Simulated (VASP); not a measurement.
# MgO (Amm2) in VASP: further runs

The runs below take MgO through single point, with LDA.

Everything below comes from runs of VASP 6.6.1. Logs are shortened: lines on timing, memory, paths and dates and some standing lists are left out, and cuts for length are marked.

## Step 1: The cell of the first run

It takes space group Amm2 (No. 38, orthorhombic). Conventional cell: a = 2.680 Å, b = 2.938 Å, c = 5.318 Å, α = 90.00°, β = 90.00°, γ = 90.00°. Mg (site symmetry mm2) has 6 O at 2.18 to 2.22 Å and 2 Mg at 2.68 Å within 2.9 Å. Within 2.9 Å of O (site symmetry mm2) lie 6 Mg at 2.18 to 2.22 Å and 2 O at 2.68 Å.

## Step 2: Single point, LDA (strain +0.0450 x Voigt [0, 1, 0, 0, 0, 0])

The input, INCAR:

```
  ALGO = Normal
  EDIFF = 1E-6
  ENCUT = 520
  ISIF = 2
  ISMEAR = 0
  LASPH = T
  LCHARG = T
  LELF = T
  LREAL = F
  LVHAR = T
  LWAVE = F
  NBANDS = 11
  NELM = 100
  PREC = Accurate
  SIGMA = 0.05
```

The input, KPOINTS:

```
k-points
0
Gamma
  9 9 8
```

The input, POSCAR:

```
MgO
1.0
    2.9380209034      0.0000000000      0.0000000000
   -1.4690104517      2.6588987725      0.0000000000
    0.0000000000      0.0000000000      2.6796800000
Mg O
1 1
Direct
    0.0000000000      0.0000000000      0.0000000000
    0.3333333333      0.6666666667      0.5000000000
```

Potentials or basis: VASP PAW LDA potentials, release 64 (Mg, O).

Launch:

```sh
cat potpaw_LDA.64/Mg/POTCAR potpaw_LDA.64/O/POTCAR > POTCAR
mpirun -np 1 vasp_std > vasp.out
```

OUTCAR:

```text
EDIFF = 1E-6
   ENCUT = 520
   ISIF = 2
   ISMEAR = 0
   LASPH = T
   LREAL = F
   NELM = 100
   PREC = Accurate

 ion  position               nearest neighbor table
   1  0.000  0.000  0.000-   2 2.18   2 2.18   2 2.18   2 2.18   2 2.22   2 2.22
   2  0.333  0.667  0.500-   1 2.18   1 2.18   1 2.18   1 2.18   1 2.22   1 2.22

  LATTYP: Found a base centered orthorhombic cell.
 ALAT       =     2.9380209034
 B/A-ratio  =     1.8099930939
 C/A-ratio  =     0.9120697531

  Lattice vectors:

 A1 = (   1.4690104517,  -2.6588987725,   0.0000000000)
 A2 = (   1.4690104517,   2.6588987725,   0.0000000000)
 A3 = (   0.0000000000,   0.0000000000,   2.6796800000)

Analysis of symmetry for initial positions (statically):
=====================================================================
 Subroutine PRICEL returns:
 Original cell was already a primitive cell.

 Routine SETGRP: Setting up the symmetry group for a
 base centered orthorhombic supercell.

 Subroutine GETGRP returns: Found  4 space group operations
 (whereof  4 operations were pure point group operations)
 out of a pool of  8 trial point group operations.

The static configuration has the point symmetry C_2v.

Analysis of symmetry for dynamics (positions and initial velocities):
=====================================================================
 Subroutine PRICEL returns:
 Original cell was already a primitive cell.

 Routine SETGRP: Setting up the symmetry group for a
 base centered orthorhombic supercell.

 Subroutine GETGRP returns: Found  4 space group operations
 (whereof  4 operations were pure point group operations)
 out of a pool of  8 trial point group operations.

The dynamic configuration has the point symmetry C_2v.

 Subroutine INISYM returns: Found  4 space group operations
 (whereof  4 operations are pure point group operations),
 and found     1 'primitive' translations

----------------------------------------------------------------------------------------

                                     Primitive cell

  volume of cell :      20.9334

  direct lattice vectors                    reciprocal lattice vectors
     2.938020903  0.000000000  0.000000000     0.340365175  0.188047776  0.000000000
    -1.469010452  2.658898773  0.000000000     0.000000000  0.376095551  0.000000000
     0.000000000  0.000000000  2.679680000     0.000000000  0.000000000  0.373178887

  length of vectors
     2.938020903  3.037718616  2.679680000     0.388857838  0.376095551  0.373178887

  position of ions in fractional coordinates (direct lattice)
     0.000000000  0.000000000  0.000000000
     0.333333333  0.666666667  0.500000000

  ion indices of the primitive-cell ions
   primitive index   ion index
                 1           1
                 2           2

----------------------------------------------------------------------------------------

 KPOINTS: k-points

Automatic generation of k-mesh.
 Grid dimensions read from file:
 generate k-points for:    9    9    8

 Generating k-lattice:

  Cartesian coordinates                     Fractional coordinates (reciprocal lattice)
     0.037818353  0.020894197  0.000000000     0.111111111  0.000000000  0.000000000
     0.000000000  0.041788395  0.000000000     0.000000000  0.111111111  0.000000000
     0.000000000  0.000000000  0.046647361     0.000000000  0.000000000  0.125000000

  Length of vectors
     0.043206426  0.041788395  0.046647361

  Shift w.r.t. Gamma in fractional coordinates (k-lattice)
     0.000000000  0.000000000  0.000000000

 Subroutine IBZKPT returns following result:
 ===========================================

 Found    125 irreducible k-points:

 Following reciprocal coordinates:
            Coordinates               Weight
  0.000000  0.000000  0.000000      1.000000
  0.111111  0.000000  0.000000      4.000000
  0.222222 -0.000000  0.000000      4.000000
  0.333333  0.000000  0.000000      4.000000
  0.444444 -0.000000  0.000000      4.000000
  0.000000  0.111111  0.000000      2.000000
[... 16 lines left out ...]
  0.333333  0.333333  0.000000      2.000000
  0.000000  0.444444  0.000000      2.000000
 [... further k-points ...]
   k-points           NKPTS =    125   k-points in BZ     NKDIM =    125   number of bands    NBANDS=     11
   number of dos      NEDOS =    301   number of ions     NIONS =      2
   total plane-waves  NPLWV =  11520
   dimension x,y,z NGX =    24 NGY =   24 NGZ =   20
   dimension x,y,z NGXF=    48 NGYF=   48 NGZF=   40
   ions per type =               1   1
   NGX,Y,Z   is equivalent  to a cutoff of  13.58, 13.13, 12.41 a.u.
   NGXF,Y,Z  is equivalent  to a cutoff of  27.16, 26.27, 24.82 a.u.
 SYSTEM =  unknown system
   PREC   = accura    normal or accurate (medium, high low for compatibility)
   ISTART =      0    job   : 0-new  1-cont  2-samecut
   ICHARG =      2    charge: 1-file 2-atom 10-const
   ISPIN  =      1    spin polarized calculation?
   LNONCOLLINEAR =      F non collinear calculations
   LSORBIT =      F    spin-orbit coupling
   LASPH  =      T    aspherical Exc in radial PAW
   ENCUT  =  520.0 eV  38.22 Ry    6.18 a.u.   5.46  5.65  4.98*2*pi/ulx,y,z
   NELM   =    100;   NELMIN=  2; NELMDL= -5     # of ELM steps
   EDIFF  = 0.1E-05   stopping-criterion for ELM
   LREAL  =      F    real-space projection
   EDIFFG = 0.1E-04   stopping-criterion for IOM
   NSW    =      0    number of steps for IOM
   IBRION =     -1    ionic relax: 0-MD 1-quasi-New 2-CG
   NFREE  =      0    steps in history (QN), initial steepest desc. (CG)
   ISIF   =      2    stress and relaxation
   ISYM   =      2    0-nonsym 1-usesym 2-fastsym
   POTIM  = 0.5000    time-step for ionic-motion
   TEBEG  =    0.0;   TEEND  =   0.0 temperature during run
   PSTRESS=    0.0 pullay stress
   NELECT =       8.0000    total number of electrons
   NUPDOWN=      -1.0000    fix difference up-down
   EMIN   =  10.00;   EMAX   =-10.00  energy-range for DOS
   EFERMI =   0.00;   METHOD = LEGACY
   ISMEAR =     0;   SIGMA  =   0.05  broadening in eV -4-tet -1-fermi 0-gaus
   EFERMI_NEDOS =   21; number of points for ismear=-14 and -15
   IALGO  =     38    algorithm
   IMIX   =      4    mixing-type and parameters
     AMIX     =   0.40;   BMIX     =  1.00
     AMIX_MAG =   1.60;   BMIX_MAG =  1.00
  volume/ion in A,a.u.               =      10.47        70.63
  Fermi-wavevector in a.u.,A,eV,Ry     =   1.188023  2.245038 19.203254  1.411399
  Thomas-Fermi vector in A             =   2.324162
   LORBIT       =      0    0 simple, 1 ext, 2 COOP (PROOUT), +10 PAW based schemes
   GGA     = CA    functional components
   LHFCALC =     F    Hartree Fock is set to
   AEXX    =    0.0000 exact exchange contribution
   IVDW    =     0    specifies the selected vdW correction
   LEPSILON=     F    determine dielectric tensor
   LRPA    =     F    only Hartree local field effects (RPA)
 non-spin polarized calculation
 Gauss-broadening in eV      SIGMA  =   0.05
  energy-cutoff  :      520.00
  volume of cell :       20.93
 maximum number of plane-waves:       580
 NGX is ok and might be reduce to    24
   NGX = 11   NGY = 11   NGZ =  9

 number of electron       7.9999998 magnetization

 Free energy of the ion-electron system (eV)
  ---------------------------------------------------
  ext. energy  EPLUGINS =         0.00000000
  ---------------------------------------------------
  free energy    TOTEN  =       -12.58249191 eV

  energy without entropy =      -12.58249191  energy(sigma->0) =      -12.58249191

 E-fermi :   3.1062     XC(G=0): -11.0218

 val. band max:        2.8172173108   @ k =   0.3333   0.3333   0.0000
 cond. band min:       5.2983806669   @ k =   0.0000   0.0000   0.0000
 fundamental gap:      2.4811633561
 Fermi energy:         3.1062009859

 k-point     1 :       0.0000    0.0000    0.0000
  band No.  band energies     occupation
      1     -14.2864      2.00000
      2       1.8577      2.00000
      3       2.1032      2.00000
      4       2.4575      2.00000
      5       5.2984      0.00000
      6      14.2552      0.00000
      7      16.8694      0.00000
      8      17.7883      0.00000
      9      21.6631      0.00000
     10      22.9743      0.00000
     11      23.6805      0.00000

 k-point     2 :       0.1111    0.0000    0.0000
  band No.  band energies     occupation
      1     -14.1829      2.00000
      2       1.2464      2.00000
      3       1.8350      2.00000
      4       2.4943      2.00000
      5       6.0638      0.00000
      6      14.0877      0.00000
      7      16.5349      0.00000
      8      17.4907      0.00000
      9      22.7153      0.00000
     10      22.8180      0.00000
     11      24.1338      0.00000

 k-point     3 :       0.2222   -0.0000    0.0000
  band No.  band energies     occupation
      1     -13.9072      2.00000
      2      -0.1070      2.00000
      3       1.5963      2.00000
      4       2.5896      2.00000
      5       7.3575      0.00000
      6      13.1902      0.00000
      7      16.2161      0.00000
      8      18.1271      0.00000
      9      22.3912      0.00000
     10      22.6900      0.00000
     11      25.0087      0.00000
[... 267 lines left out ...]
 k-point    23 :       0.3333    0.3333    0.0000
  band No.  band energies     occupation
      1     -13.1963      2.00000
      2      -1.0289      2.00000
      3      -0.9179      2.00000
      4       2.8172      2.00000
      5      10.7006      0.00000
      6      13.0577      0.00000
      7      13.8085      0.00000
      8      21.6274      0.00000
      9      21.9847      0.00000
     10      22.9023      0.00000
     11      23.3255      0.00000

 k-point    24 :       0.0000    0.4444    0.0000
  band No.  band energies     occupation
      1     -13.4178      2.00000
      2      -2.1317      2.00000
      3       1.5429      2.00000
      4       2.7360      2.00000
      5       9.0768      0.00000
      6      12.2451      0.00000
      7      15.5068      0.00000
      8      19.8631      0.00000
      9      21.1617      0.00000
     10      23.5035      0.00000
     11      27.1780      0.00000

 [... further k-points ...]

------------------------ aborting loop because EDIFF is reached ----------------------------------------

  FORCE on cell =-STRESS in cart. coord.  units (eV):
  Direction    XX          YY          ZZ          XY          YZ          ZX
  --------------------------------------------------------------------------------------
  -------------------------------------------------------------------------------------
  Total       -1.6839207     -2.9545358     -1.2799431      0.0000000      0.0000000      0.0000000
  in kB     -128.8820955   -226.1310572    -97.9628975      0.0000000      0.0000000      0.0000000
  external PRESSURE =    -150.9920167 kB  Pullay stress =       0.0000000 kB

 VOLUME and BASIS-vectors are now :
 -----------------------------------------------------------------------------
  energy-cutoff  :      520.00
  volume of cell :       20.93
      direct lattice vectors                 reciprocal lattice vectors
     2.938020903  0.000000000  0.000000000     0.340365175  0.188047776  0.000000000
    -1.469010452  2.658898773  0.000000000     0.000000000  0.376095551  0.000000000
     0.000000000  0.000000000  2.679680000     0.000000000  0.000000000  0.373178887

 POSITION                                       TOTAL-FORCE (eV/Angst)
 -----------------------------------------------------------------------------------
      0.00000      0.00000      0.00000        -0.000000     -0.076069      0.000000
     -0.00000      1.77260      1.33984         0.000000      0.076069      0.000000
 -----------------------------------------------------------------------------------
    total drift:                                0.000000      0.000166     -0.000000

  FREE ENERGIE OF THE ION-ELECTRON SYSTEM (eV)
  ---------------------------------------------------
  free  energy   TOTEN  =       -12.5824919096 eV

  energy  without entropy=      -12.5824919096  energy(sigma->0) =      -12.58249191
```

Run time: 41 s. Hardware: 1 thread of AMD EPYC 7R13, shared host; peak memory 0.12 GiB.

Results:

* Free energy: -12.5825 eV
* Pressure: -15.1 GPa
* Largest force: 0.076 eV/Å
* Band gap on the k mesh: 2.48 eV, indirect (least direct gap 2.84 eV)

Forces on the atoms (eV/Å):
```
Mg   0.000 -0.076  0.000
O    0.000  0.076  0.000
```

Caveat: the cell differs from its parent crystal (strain +0.0450 x Voigt [0, 1, 0, 0, 0, 0]).

## Step 3: Single point, LDA (strain +0.0600 x Voigt [0, 1, 0, 0, 0, 0])

The input, INCAR:

```
  PREC = Accurate
  ENCUT = 520
  EDIFF = 1E-7
  ISMEAR = 0
  SIGMA = 0.05
  LREAL = False
  LASPH = True
  NELM = 80
  ALGO = Normal
  ISIF = 2
  LWAVE = False
  LCHARG = False
  NBANDS = 11
```

The input, KPOINTS:

```
regular mesh
0
Gamma
  9 9 8
```

The input, POSCAR:

```
MgO
1.0
    2.9380209034      0.0000000000      0.0000000000
   -1.4690104517      2.6970647835      0.0000000000
    0.0000000000      0.0000000000      2.6796800000
Mg O
1 1
Direct
    0.0000000000      0.0000000000      0.0000000000
    0.3333333333      0.6666666667      0.5000000000
```

Potentials or basis: VASP PAW LDA potentials, release 64 (Mg, O).

Launch:

```sh
cat potpaw_LDA.64/Mg/POTCAR potpaw_LDA.64/O/POTCAR > POTCAR
mpirun -np 1 vasp_std > vasp.out
```

Run time: 40 s. Hardware: 1 thread of AMD EPYC 7R13, shared host; peak memory 0.11 GiB.

The run converged. Its results:

- Free energy: -12.5370 eV
- Pressure: -16.2 GPa
- Largest force: 0.120 eV/Å
- Band gap on the k mesh: 2.32 eV, indirect (least direct gap 2.67 eV)

Forces on the atoms (eV/Å):
```
Mg   0.000 -0.120  0.000
O    0.000  0.120  0.000
```

Stress tensor (GPa, compression positive):
```
-13.46   0.00   0.00
  0.00 -26.13   0.00
  0.00   0.00  -9.02
```

Levels at points of the mesh, in eV from the valence-band top:
```
           k point  band 1  band 2  band 3  band 4  band 5  band 6  band 7  band 8  band 9
(0.00, 0.00, 0.00)  -17.09   -1.07   -0.75   -0.35    2.32   11.37   13.69   14.86   18.60
(0.00, 0.00, 0.50)  -16.00   -5.27   -0.48   -0.23    7.25    8.35   15.91   16.88   17.33
```

Caveat: the cell differs from its parent crystal (strain +0.0600 x Voigt [0, 1, 0, 0, 0, 0]). A k mesh can miss the band edges.

## Step 4: Single point, LDA (strain +0.0525 x Voigt [0, 1, 0, 0, 0, 0])

The input, INCAR:

```
PREC = Accurate ; ENCUT = 520
EDIFF = 1E-6 ; ISMEAR = 0
SIGMA = 0.05 ; LREAL = F
LASPH = T ; NELM = 100
ALGO = Normal ; ISIF = 2
LWAVE = F ; LCHARG = F
GGA = CA ; NBANDS = 11
```

KPOINTS is that of step 3.

The input, POSCAR:

```
MgO
1.0
    2.9380209034      0.0000000000      0.0000000000
   -1.4690104517      2.6779817780      0.0000000000
    0.0000000000      0.0000000000      2.6796800000
Mg O
1 1
Direct
    0.0000000000      0.0000000000      0.0000000000
    0.3333333333      0.6666666667      0.5000000000
```

Launch:

```sh
cat potpaw_LDA.64/Mg/POTCAR potpaw_LDA.64/O/POTCAR > POTCAR
mpirun -np 1 vasp_std > vasp.out
```

Run time: 35 s. Hardware: 1 thread of AMD EPYC 7R13, shared host; peak memory 0.12 GiB.

It converged, with:

| Property | Result |
| --- | --- |
| Free energy | -12.5606 eV |
| Pressure | -15.7 GPa |
| Largest force | 0.097 eV/Å |
| Band gap on the k mesh | 2.40 eV, indirect (least direct gap 2.75 eV) |

Forces on the atoms (eV/Å):
```
Mg   0.000 -0.097  0.000
O    0.000  0.097  0.000
```

Stress tensor (GPa, compression positive):
```
-13.18   0.00   0.00
  0.00 -24.40   0.00
  0.00   0.00  -9.40
```

Levels at points of the mesh, in eV from the valence-band top:
```tsv
k point	band 1	band 2	band 3	band 4	band 5	band 6	band 7	band 8	band 9
(0.00, 0.00, 0.00)	-17.09	-1.02	-0.73	-0.35	2.40	11.40	13.87	14.92	18.72
(0.00, 0.00, 0.50)	-16.00	-5.29	-0.44	-0.22	7.36	8.42	16.08	17.04	17.33
```

Caveat: the cell differs from its parent crystal (strain +0.0525 x Voigt [0, 1, 0, 0, 0, 0]). A k mesh can miss the band edges.

## Step 5: The runs side by side

```csv
cell,gap on the mesh (eV),pressure (GPa),largest force (eV/Å)
"a = 2.938, b = 3.038, c = 2.680 Å, angles 90.0, 90.0, 118.9°, 2 atoms",2.48,-15.1,0.08
"a = 2.938, b = 3.071, c = 2.680 Å, angles 90.0, 90.0, 118.6°, 2 atoms",2.32,-16.2,0.12
"a = 2.938, b = 3.054, c = 2.680 Å, angles 90.0, 90.0, 118.7°, 2 atoms",2.40,-15.7,0.10
```

Alike in all rows: task single point; level LDA; potentials or basis VASP PAW LDA potentials, release 64 (Mg, O); no spin polarisation; k mesh 9 × 9 × 8; cutoff (eV) 520; smearing gaussian 0.05 eV.

Total energies depend on the potentials used, so only differences within one code and one set of settings carry meaning.
